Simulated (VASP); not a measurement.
Here is a VASP 6.6.1 calculation.

The input INCAR:

```
SYSTEM = MgCd3O
PREC = Accurate
ENCUT = 600
EDIFF = 1E-7
ISMEAR = 0
SIGMA = 0.1
LREAL = .FALSE.
LASPH = .TRUE.
NELM = 120
ALGO = Normal
ISIF = 3
LWAVE = .FALSE.
LCHARG = .FALSE.
GGA = PE
IBRION = 2
NSW = 90
EDIFFG = -0.04
GGA_COMPAT = .FALSE.
NELMIN = 4
```

KPOINTS

```
Automatic mesh
0
G
  4 4 4
  0 0 0
```

POSCAR

```
MgCd3O
1.0
    4.7137113800      0.0000000000      0.0000000000
    0.0000000000      4.7137113800      0.0000000000
    0.0000000000      0.0000000000      4.7137113800
Mg Cd O
1 3 1
Direct
    0.0000000000      0.0000000000      0.0000000000
    0.0000000000      0.5000000000      0.5000000000
    0.5000000000      0.0000000000      0.5000000000
    0.5000000000      0.5000000000      0.0000000000
    0.5000000000      0.5000000000      0.5000000000
```

Potentials or basis: VASP PAW PBE potentials, release 64 (Mg, Cd, O).

Run with:

```bash
$ cat potpaw_PBE.64/Mg/POTCAR potpaw_PBE.64/Cd/POTCAR potpaw_PBE.64/O/POTCAR > POTCAR
$ mpirun -np 1 vasp_std > vasp.out
```

**Question.** Predict the relaxed cell.

**Answer.** a = 4.699 Å, b = 4.699 Å, c = 4.699 Å, α = 90.00°, β = 90.00°, γ = 90.00°.

**Question.** Predict the relaxed volume.

**Answer.** 20.75 Å³/atom.

Final structure:
```xyz
5
Lattice="4.6986 0.0000 0.0000 0.0000 4.6986 0.0000 0.0000 0.0000 4.6986" Properties=species:S:1:pos:R:3 pbc="T T T"
Mg    0.0000    0.0000    0.0000
Cd    0.0000    2.3493    2.3493
Cd    2.3493    0.0000    2.3493
Cd    2.3493    2.3493    0.0000
O     2.3493    2.3493    2.3493
```
